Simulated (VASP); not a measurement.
# Pt (P6_3/mmc) in VASP: further runs

The runs below take Pt through single point, with PBEsol.

Program: VASP 6.6.1. These are calculated values, not measurements. Logs are shortened: lines on timing, memory, paths and dates and some standing lists are left out, and cuts for length are marked.

## Step 1: The cell of the first run

The structure is hexagonal, space group P6_3/mmc (No. 194). Conventional cell: a = 2.761 Å, b = 2.761 Å, c = 4.792 Å, α = 90.00°, β = 90.00°, γ = 120.00°. Pt (site symmetry -6m2) has 12 Pt at 2.76 to 2.88 Å within 3.6 Å.

This isn't the form of Pt at room conditions, which is fcc.

## Step 2: Single point, PBEsol

INCAR reads:

```
SYSTEM = Pt
ALGO = Normal
EDIFF = 1E-7
ENCUT = 520
GGA = PS
ISIF = 2
ISMEAR = 1
LASPH = .TRUE.
LCHARG = .TRUE.
LELF = .TRUE.
LREAL = .FALSE.
LVHAR = .TRUE.
LWAVE = .FALSE.
NBANDS = 17
NELM = 100
PREC = Accurate
SIGMA = 0.5
```

KPOINTS reads:

```
k-points
0
G
  12 12 6
  0 0 0
```

POSCAR reads:

```
Pt
1.0
    2.7606660000      0.0000000000      0.0000000000
   -1.3803330000      2.3908070000      0.0000000000
    0.0000000000      0.0000000000      4.7921340000
Pt
2
Direct
    0.6666666667      0.3333333333      0.7500000000
    0.3333333333      0.6666666667      0.2500000000
```

Potentials or basis: VASP PAW PBE potentials, release 64 (Pt).

Started as:

```console
> cat potpaw_PBE.64/Pt/POTCAR > POTCAR
> mpirun -np 1 vasp_std > vasp.out
```

OUTCAR:

```text
SYSTEM = Pt
   EDIFF = 1E-7
   ENCUT = 520
   GGA = PS
   ISIF = 2
   ISMEAR = 1
   LASPH = .TRUE.
   LREAL = .FALSE.
   NELM = 100
   PREC = Accurate

 ion  position               nearest neighbor table
   1  0.667  0.333  0.750-   2 2.88   2 2.88   2 2.88   2 2.88   2 2.88   2 2.88
   2  0.333  0.667  0.250-   1 2.88   1 2.88   1 2.88   1 2.88   1 2.88   1 2.88

  LATTYP: Found a hexagonal cell.
 ALAT       =     2.7606660000
 C/A-ratio  =     1.7358615638

  Lattice vectors:

 A1 = (   2.7606660000,   0.0000000000,   0.0000000000)
 A2 = (  -1.3803330000,   2.3908070000,   0.0000000000)
 A3 = (   0.0000000000,   0.0000000000,   4.7921340000)

Analysis of symmetry for initial positions (statically):
=====================================================================
 Subroutine PRICEL returns:
 Original cell was already a primitive cell.

 Routine SETGRP: Setting up the symmetry group for a
 hexagonal supercell.

 Subroutine GETGRP returns: Found 24 space group operations
 (whereof 12 operations were pure point group operations)
 out of a pool of 24 trial point group operations.

The static configuration has the point symmetry D_3d.
 The point group associated with its full space group is D_6h.

Analysis of symmetry for dynamics (positions and initial velocities):
=====================================================================
 Subroutine PRICEL returns:
 Original cell was already a primitive cell.

 Routine SETGRP: Setting up the symmetry group for a
 hexagonal supercell.

 Subroutine GETGRP returns: Found 24 space group operations
 (whereof 12 operations were pure point group operations)
 out of a pool of 24 trial point group operations.

The dynamic configuration has the point symmetry D_3d.
 The point group associated with its full space group is D_6h.

 Subroutine INISYM returns: Found 24 space group operations
 (whereof 12 operations are pure point group operations),
 and found     1 'primitive' translations

----------------------------------------------------------------------------------------

                                     Primitive cell

  volume of cell :      31.6291

  direct lattice vectors                    reciprocal lattice vectors
     2.760666000  0.000000000  0.000000000     0.362231433  0.209134405  0.000000000
    -1.380333000  2.390807000  0.000000000     0.000000000  0.418268810  0.000000000
     0.000000000  0.000000000  4.792134000     0.000000000  0.000000000  0.208675300

  length of vectors
     2.760666000  2.760666098  4.792134000     0.418268825  0.418268810  0.208675300

  position of ions in fractional coordinates (direct lattice)
     0.666666667  0.333333333  0.750000000
     0.333333333  0.666666667  0.250000000

  ion indices of the primitive-cell ions
   primitive index   ion index
                 1           1
                 2           2

----------------------------------------------------------------------------------------

 KPOINTS: k-points

Automatic generation of k-mesh.
 Grid dimensions read from file:
 generate k-points for:   12   12    6

 Generating k-lattice:

  Cartesian coordinates                     Fractional coordinates (reciprocal lattice)
     0.030185953  0.017427867  0.000000000     0.083333333  0.000000000  0.000000000
     0.000000000  0.034855734  0.000000000     0.000000000  0.083333333  0.000000000
     0.000000000  0.000000000  0.034779217     0.000000000  0.000000000  0.166666667

  Length of vectors
     0.034855735  0.034855734  0.034779217

  Shift w.r.t. Gamma in fractional coordinates (k-lattice)
     0.000000000  0.000000000  0.000000000

 Subroutine IBZKPT returns following result:
 ===========================================

 Found     76 irreducible k-points:

 Following reciprocal coordinates:
            Coordinates               Weight
  0.000000  0.000000  0.000000      1.000000
  0.083333  0.000000  0.000000      6.000000
  0.166667  0.000000  0.000000      6.000000
  0.250000  0.000000  0.000000      6.000000
  0.333333  0.000000  0.000000      6.000000
  0.416667 -0.000000  0.000000      6.000000
[... 16 lines left out ...]
  0.250000  0.000000  0.166667     12.000000
  0.333333  0.000000  0.166667     12.000000
 [... further k-points ...]
   k-points           NKPTS =     76   k-points in BZ     NKDIM =     76   number of bands    NBANDS=     17
   number of dos      NEDOS =    301   number of ions     NIONS =      2
   total plane-waves  NPLWV =  20736
   dimension x,y,z NGX =    24 NGY =   24 NGZ =   36
   dimension x,y,z NGXF=    48 NGYF=   48 NGZF=   72
   ions per type =               2
   NGX,Y,Z   is equivalent  to a cutoff of  14.45, 14.45, 12.49 a.u.
   NGXF,Y,Z  is equivalent  to a cutoff of  28.91, 28.91, 24.98 a.u.
 SYSTEM =  Pt
   PREC   = accura    normal or accurate (medium, high low for compatibility)
   ISTART =      0    job   : 0-new  1-cont  2-samecut
   ICHARG =      2    charge: 1-file 2-atom 10-const
   ISPIN  =      1    spin polarized calculation?
   LNONCOLLINEAR =      F non collinear calculations
   LSORBIT =      F    spin-orbit coupling
   LASPH  =      T    aspherical Exc in radial PAW
   ENCUT  =  520.0 eV  38.22 Ry    6.18 a.u.   5.13  5.13  8.91*2*pi/ulx,y,z
   NELM   =    100;   NELMIN=  2; NELMDL= -5     # of ELM steps
   EDIFF  = 0.1E-06   stopping-criterion for ELM
   LREAL  =      F    real-space projection
   EDIFFG = 0.1E-05   stopping-criterion for IOM
   NSW    =      0    number of steps for IOM
   IBRION =     -1    ionic relax: 0-MD 1-quasi-New 2-CG
   NFREE  =      0    steps in history (QN), initial steepest desc. (CG)
   ISIF   =      2    stress and relaxation
   ISYM   =      2    0-nonsym 1-usesym 2-fastsym
   POTIM  = 0.5000    time-step for ionic-motion
   TEBEG  =    0.0;   TEEND  =   0.0 temperature during run
   PSTRESS=    0.0 pullay stress
   NELECT =      20.0000    total number of electrons
   NUPDOWN=      -1.0000    fix difference up-down
   EMIN   =  10.00;   EMAX   =-10.00  energy-range for DOS
   EFERMI =   0.00;   METHOD = LEGACY
   ISMEAR =     1;   SIGMA  =   0.50  broadening in eV -4-tet -1-fermi 0-gaus
   EFERMI_NEDOS =   21; number of points for ismear=-14 and -15
   IALGO  =     38    algorithm
   IMIX   =      4    mixing-type and parameters
     AMIX     =   0.40;   BMIX     =  1.00
     AMIX_MAG =   1.60;   BMIX_MAG =  1.00
  volume/ion in A,a.u.               =      15.81       106.72
  Fermi-wavevector in a.u.,A,eV,Ry     =   1.405149  2.655347 26.863938  1.974444
  Thomas-Fermi vector in A             =   2.527639
   LORBIT       =      0    0 simple, 1 ext, 2 COOP (PROOUT), +10 PAW based schemes
   GGA     = PS    functional components
   LHFCALC =     F    Hartree Fock is set to
   AEXX    =    0.0000 exact exchange contribution
   IVDW    =     0    specifies the selected vdW correction
   LEPSILON=     F    determine dielectric tensor
   LRPA    =     F    only Hartree local field effects (RPA)
 non-spin polarized calculation
 Methfessel and Paxton  Order N= 1 SIGMA  =   0.50
  energy-cutoff  :      520.00
  volume of cell :       31.63
 maximum number of plane-waves:       864
 NGX is ok and might be reduce to    24
   NGX = 11   NGY = 11   NGZ = 17

 number of electron      20.0000004 magnetization

 Free energy of the ion-electron system (eV)
  ---------------------------------------------------
  ext. energy  EPLUGINS =         0.00000000
  ---------------------------------------------------
  free energy    TOTEN  =       -13.77357483 eV

  energy without entropy =      -13.71296676  energy(sigma->0) =      -13.75337214

 E-fermi :  10.1857     XC(G=0): -13.3436

 val. band max:       10.1848607021   @ k =   0.4167  -0.0000   0.1667
 cond. band min:      10.1859298316   @ k =   0.4167   0.0833   0.5000
 fundamental gap:      0.0010691295
 Fermi energy:        10.1857394832

 k-point     1 :       0.0000    0.0000    0.0000
  band No.  band energies     occupation
      1       0.4305      2.00000
      2       3.1001      2.00000
      3       6.2371      2.00000
      4       6.7676      2.00000
      5       6.7676      2.00000
      6       7.1326      2.00000
[... 9 lines left out ...]
     16      27.4538      0.00000
     17      31.1829      0.00000

 k-point     2 :       0.0833    0.0000    0.0000
  band No.  band energies     occupation
      1       0.6812      2.00000
      2       3.3303      2.00000
      3       6.2094      2.00000
      4       6.7596      2.00000
      5       6.9596      2.00000
      6       7.0161      2.00000
[... 9 lines left out ...]
     16      27.7303      0.00000
     17      29.8696      0.00000

 k-point     3 :       0.1667    0.0000    0.0000
  band No.  band energies     occupation
      1       1.3894      2.00000
      2       3.9124      2.00000
      3       6.0106      2.00000
      4       6.6166      2.00000
      5       6.8517      2.00000
      6       7.1433      2.00000
[... 9 lines left out ...]
     16      27.7653      0.00000
     17      28.0626      0.00000

 k-point     4 :       0.2500    0.0000    0.0000
  band No.  band energies     occupation
      1       2.3898      2.00000
      2       4.3386      2.00000
      3       5.8523      2.00000
      4       6.0726      2.00000
      5       6.3545      2.00000
      6       7.5781      2.00000
[... 9 lines left out ...]
     16      26.2537      0.00000
     17      28.5894      0.00000

 k-point     5 :       0.3333    0.0000    0.0000
  band No.  band energies     occupation
      1       3.2969      2.00000
      2       4.1853      2.00000
      3       5.1135      2.00000
      4       6.3134      2.00000
      5       6.8667      2.00000
      6       7.1841      2.00000
[... 9 lines left out ...]
     16      24.9280      0.00000
     17      25.4657      0.00000

 k-point     6 :       0.4167   -0.0000    0.0000
  band No.  band energies     occupation
      1       3.7040      2.00000
      2       3.9328      2.00000
      3       4.6611      2.00000
      4       6.8424      2.00000
      5       6.9155      2.00000
      6       7.1421      2.00000
[... 9 lines left out ...]
     16      22.7071      0.00000
     17      23.8940      0.00000

 k-point     7 :       0.5000    0.0000    0.0000
  band No.  band energies     occupation
      1       3.7719      2.00000
      2       3.8358      2.00000
      3       4.5088      2.00000
      4       6.8208      2.00000
      5       7.0728      2.00000
      6       7.2456      2.00000
[... 9 lines left out ...]
     16      22.1546      0.00000
     17      23.4217      0.00000

 k-point     8 :       0.0833    0.0833    0.0000
  band No.  band energies     occupation
      1       1.1632      2.00000
      2       3.7509      2.00000
      3       6.0454      2.00000
      4       6.7974      2.00000
      5       6.8735      2.00000
      6       7.2032      2.00000
[... 9 lines left out ...]
     16      27.0706      0.00000
     17      28.9570      0.00000
[... 203 lines left out ...]
      1       4.8066      2.00000
      2       5.4399      2.00000
      3       5.4399      2.00000
      4       5.9098      2.00000
      5       6.5452      2.00000
      6       6.5452      2.00000
[... 9 lines left out ...]
     16      22.1572      0.00000
     17      22.8252      0.00000

 k-point    20 :       0.0000    0.0000    0.1667
  band No.  band energies     occupation
      1       0.6649      2.00000
      2       3.0579      2.00000
      3       6.1805      2.00000
      4       6.7369      2.00000
      5       6.7369      2.00000
      6       7.0662      2.00000
[... 9 lines left out ...]
     16      26.9770      0.00000
     17      30.4353      0.00000

 k-point    21 :       0.0833    0.0000    0.1667
  band No.  band energies     occupation
      1       0.9128      2.00000
      2       3.2954      2.00000
      3       6.1910      2.00000
      4       6.6526      2.00000
      5       6.8818      2.00000
      6       6.9199      2.00000
[... 9 lines left out ...]
     16      27.2764      0.00000
     17      29.1746      0.00000

 k-point    22 :       0.1667    0.0000    0.1667
  band No.  band energies     occupation
      1       1.6068      2.00000
      2       3.9036      2.00000
      3       6.0613      2.00000
      4       6.3217      2.00000
      5       6.5637      2.00000
      6       7.1907      2.00000
[... 9 lines left out ...]
     16      27.5920      0.00000
     17      28.2563      0.00000

 k-point    23 :       0.2500    0.0000    0.1667
  band No.  band energies     occupation
      1       2.5567      2.00000
      2       4.3719      2.00000
      3       5.6418      2.00000
      4       6.1361      2.00000
      5       6.2314      2.00000
      6       7.3514      2.00000
[... 9 lines left out ...]
     16      26.3807      0.00000
     17      27.4484      0.00000

 k-point    24 :       0.3333    0.0000    0.1667
  band No.  band energies     occupation
      1       3.3289      2.00000
      2       4.2250      2.00000
      3       5.1727      2.00000
      4       5.8893      2.00000
      5       6.9186      2.00000
      6       7.4689      2.00000
[... 9 lines left out ...]
     16      24.5786      0.00000
     17      25.9092      0.00000

 [... further k-points ...]

------------------------ aborting loop because EDIFF is reached ----------------------------------------

  FORCE on cell =-STRESS in cart. coord.  units (eV):
  Direction    XX          YY          ZZ          XY          YZ          ZX
  --------------------------------------------------------------------------------------
  -------------------------------------------------------------------------------------
  Total       -2.1149845     -2.1149847     -2.2941390      0.0000000      0.0000000      0.0000000
  in kB     -107.1347680   -107.1347781   -116.2098573      0.0000000      0.0000000      0.0000000
  external PRESSURE =    -110.1598011 kB  Pullay stress =       0.0000000 kB

 VOLUME and BASIS-vectors are now :
 -----------------------------------------------------------------------------
  energy-cutoff  :      520.00
  volume of cell :       31.63
      direct lattice vectors                 reciprocal lattice vectors
     2.760666000  0.000000000  0.000000000     0.362231433  0.209134405  0.000000000
    -1.380333000  2.390807000  0.000000000     0.000000000  0.418268810  0.000000000
     0.000000000  0.000000000  4.792134000     0.000000000  0.000000000  0.208675300

 POSITION                                       TOTAL-FORCE (eV/Angst)
 -----------------------------------------------------------------------------------
      1.38033      0.79694      3.59410        -0.000000     -0.000000      0.000000
     -0.00000      1.59387      1.19803         0.000000      0.000000      0.000000
 -----------------------------------------------------------------------------------
    total drift:                               -0.000000      0.000000     -0.000000

  FREE ENERGIE OF THE ION-ELECTRON SYSTEM (eV)
  ---------------------------------------------------
  free  energy   TOTEN  =       -13.7735748275 eV

  energy  without entropy=      -13.7129667619  energy(sigma->0) =      -13.75337214
```

It took 51 s on 1 thread of Intel Xeon 8259CL, shared host; peak memory 0.18 GiB.

What came out:

| Property | Result |
| --- | --- |
| Free energy | -13.7736 eV |
| Pressure | -11.0 GPa |
| Band gap on the k mesh | zero (bands 10 and 11 overlap by 1.29 eV) |

Caveat: the cell stands under tension; so wide a smearing shifts energies and pressures; the PAW data sets were made with another functional, which shifts forces and pressure a little; spin-orbit coupling is left out, which moves the levels of the heavy elements.

[end of part 1 of 2]
